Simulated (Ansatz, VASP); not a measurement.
# One calculation of Sn, two programs

```
Sn
1.0
     0.00000    3.23334    3.23334
     3.23334    0.00000    3.23334
     3.23334    3.23334    0.00000
Sn
2
Direct
  0.75000 0.75000 0.75000
  0.50000 0.50000 0.50000
```

Alike in both runs: functional revPBE; dispersion D3(BJ); k mesh 5 × 5 × 5; occupations gaussian, width 0.1 eV; non-collinear spin, spin-orbit coupling.

|  | VASP | Ansatz |
| --- | --- | --- |
| version | VASP 6.6.1 | Ansatz 0.2.0 |
| potentials or method | VASP PAW PBE potentials, release 64 (Sn_d), cutoff 520 eV | all-electron LAPW, relativistic spinors |
| task | single point | atomic charges |

```tsv
	VASP	Ansatz	Ansatz less VASP
pressure (GPa)	1.9	1.9	+0.01
net moment per atom (μB)	0.00	0.00	0.000
```

VASP's potentials were made for PBE, not for revPBE. Ansatz ran all-electron here, and VASP with PAW potentials.

Noted on Ansatz's run: the k mesh is thin for a metal, which can move the energy by tens of meV per atom.
